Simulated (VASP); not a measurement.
A run of VASP 6.6.1 is set up as follows.

File INCAR:

```
SYSTEM = Y
ALGO = Normal
EDIFF = 1E-6
EDIFFG = -0.005
ENCUT = 600
GGA = PE
IBRION = 2
ISIF = 3
ISMEAR = -1
LASPH = .True.
LCHARG = .False.
LREAL = .False.
LWAVE = .False.
NELM = 100
NSW = 60
PREC = Accurate
PSTRESS = 810.0
SIGMA = 0.05
```

File KPOINTS:

```
k-points
0
Gamma
  13 13 4
  0 0 0
```

The input POSCAR:

```
Y
1.0
    2.8294855031      0.0000000000      0.0000000000
   -1.4147427516      2.4504063253      0.0000000000
    0.0000000000      0.0000000000      9.1958278851
Y
4
Direct
    0.0000000000      0.0000000000      0.0000000000
    0.0000000000      0.0000000000      0.5000000000
    0.3333333333      0.6666666667      0.2500000000
    0.6666666667      0.3333333333      0.7500000000
```

Potentials or basis: VASP PAW PBE potentials, release 64 (Y_sv).

The run is started by

```sh
$ cat potpaw_PBE.64/Y_sv/POTCAR > POTCAR
$ mpirun -np 1 vasp_std > vasp.out
```

**Question.** Estimate the band gap on the k mesh.

**Answer.** Zero (band 22 reaches 9.28 eV, above the bottom of band 23 at 7.12 eV).

**Question.** Predict the relaxed cell.

**Answer.** a = 2.843 Å, b = 2.843 Å, c = 9.124 Å, α = 90.00°, β = 90.00°, γ = 120.00°.

**Question.** Predict the space group after relaxing (to 0.05 Å).

**Answer.** P6_3/mmc (No. 194).

**Question.** Estimate the relaxed volume.

**Answer.** 15.96 Å³/atom.

Final structure:
```yaml
crystal:
  lattice:
    - [2.84266, 0.00000, 0.00000]
    - [-1.42133, 2.46182, 0.00000]
    - [0.00000, 0.00000, 9.12360]
  atoms:
    - { symbol: Y, position: [0.00000, 0.00000, 0.00000] }
    - { symbol: Y, position: [0.00000, 0.00000, 0.50000] }
    - { symbol: Y, position: [0.33333, 0.66667, 0.25000] }
    - { symbol: Y, position: [0.66667, 0.33333, 0.75000] }
```

Caveat: the cell is relaxed towards a set pressure, so the enthalpy falls and the energy may rise.
